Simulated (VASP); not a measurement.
A run of VASP 6.6.1 is set up as follows.

The input INCAR:

```
ALGO = Fast ; EDIFF = 1E-7
EDIFFG = -0.04 ; ENCUT = 600
GGA = PE ; IBRION = 2
ISIF = 3 ; ISMEAR = 0
LASPH = T ; LCHARG = F
LREAL = F ; LWAVE = F
NELM = 60 ; NSW = 90
PREC = Accurate ; SIGMA = 0.1
```

KPOINTS

```
k-points
0
Gamma
  8 8 8
```

POSCAR

```
SnMo2
1.0
   -1.7569261872      1.7569261872      4.3099595529
    1.7569261872     -1.7569261872      4.3099595529
    1.7569261872      1.7569261872     -4.3099595529
Sn Mo
1 2
Direct
    0.0000000000      0.0000000000      0.0000000000
    0.6650000000      0.6650000000      0.0000000000
    0.3350000000      0.3350000000      0.0000000000
```

Potentials or basis: VASP PAW PBE potentials, release 64 (Sn_d, Mo_sv).

Launch:

```sh
$ cat potpaw_PBE.64/Sn_d/POTCAR potpaw_PBE.64/Mo_sv/POTCAR > POTCAR
$ mpirun -np 1 vasp_std > vasp.out
```

Problem. Predict the relaxed volume.

Solution. 17.32 Å³/atom.

Problem. Estimate the band gap on the k mesh.

Solution. Zero (bands 21 and 22 overlap by 1.10 eV).

Problem. What does it give for the relaxed cell?

Solution. a = 5.311 Å, b = 5.311 Å, c = 5.311 Å, α = 143.79°, β = 143.79°, γ = 52.14°.

Problem. Estimate the space group after relaxing (to 0.1 Å).

Solution. I4/mmm (No. 139).

Final structure:
```
Sn Mo
1.0
    -1.65031    1.65031    4.77075
     1.65031   -1.65031    4.77075
     1.65031    1.65031   -4.77075
Sn Mo
1 2
Direct
  0.00000 0.00000 0.00000
  0.67799 0.67799 0.00000
  0.32201 0.32201 0.00000
```

Caveat: spin-orbit coupling is left out, which moves the levels of the heavy elements.
